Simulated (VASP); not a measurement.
Write the native input for VASP 6.6.1 that does the following.

- Task: single point
- Functional: r2SCAN
- Potentials or basis: VASP PAW PBE potentials, release 64 (Mn_pv, O)
- Cutoff: 520 eV
- k mesh: 10 × 10 × 10
- Occupations: fermi-dirac, width 0.05 eV
- Spin: collinear spin, ferromagnetic start
- Starting moments: [4.0, 0.0] μB
- Dipole correction: no
- Further INCAR settings: ALGO = Normal; EDIFF = 1e-07; NBANDS = 20

The system is MnO.

```
Mn O
1.0
     0.00000    2.20898    2.20898
     2.20898    0.00000    2.20898
     2.20898    2.20898    0.00000
Mn O
1 1
Direct
  0.00000 0.00000 0.00000
  0.50000 0.50000 0.50000
```

One way to write it, as run:

POSCAR

```
MnO
1.0
    0.0000000000      2.2089816980      2.2089816980
    2.2089816980      0.0000000000      2.2089816980
    2.2089816980      2.2089816980      0.0000000000
Mn O
1 1
Direct
    0.0000000000      0.0000000000      0.0000000000
    0.5000000000      0.5000000000      0.5000000000
```

INCAR.step1

```
SYSTEM = MnO
  PREC = Accurate
  ENCUT = 520
  ISMEAR = -1
  SIGMA = 0.05
  LREAL = .FALSE.
  LASPH = .TRUE.
  NELM = 150
  ISPIN = 2
  MAGMOM = 4 0
  LMAXMIX = 4
  NBANDS = 20
  GGA = PE
  ALGO = Normal
  EDIFF = 1E-4
  LWAVE = .TRUE.
  LCHARG = .FALSE.
```

INCAR.step2

```
SYSTEM = MnO
  PREC = Accurate
  ENCUT = 520
  EDIFF = 1E-7
  ISMEAR = -1
  SIGMA = 0.05
  LREAL = .FALSE.
  LASPH = .TRUE.
  NELM = 150
  ALGO = Normal
  ISIF = 2
  LWAVE = .FALSE.
  LCHARG = .FALSE.
  ISPIN = 2
  MAGMOM = 4 0
  LORBIT = 11
  LMAXMIX = 4
  METAGGA = R2SCAN
  LMIXTAU = .TRUE.
  NBANDS = 20
  ISTART = 1
```

KPOINTS

```
regular mesh
0
G
  10 10 10
  0 0 0
```

Potentials or basis: VASP PAW PBE potentials, release 64 (Mn_pv, O).

The run is started by

```sh
$ cat potpaw_PBE.64/Mn_pv/POTCAR potpaw_PBE.64/O/POTCAR > POTCAR
$ cp INCAR.step1 INCAR
$ mpirun -np 1 vasp_std > vasp.out
$ cp INCAR.step2 INCAR
$ mpirun -np 1 vasp_std > vasp.out
```

It gave:

```json
{"Pressure": "3.9 GPa", "Band gap on the k mesh": "zero (filled and empty bands overlap)", "Net moment": "4.99 μB per cell", "Site moments": "Mn +4.54; O +0.24 μB", "Valence electrons inside the program's atomic spheres": "Mn 11.36; O 5.04"}
```

Caveat: the PAW data sets were made with another functional, which shifts forces and pressure a little; a cell with one magnetic atom can't hold antiferromagnetic order, which such compounds often take; semilocal functionals often make such compounds metallic where correlation or magnetic order opens a gap, which also shifts bond lengths.

Run time: 52 s on 1 thread of Intel(R) Xeon(R) 6975P-C (Granite Rapids), with other jobs on the host, peak memory 0.17 GiB.
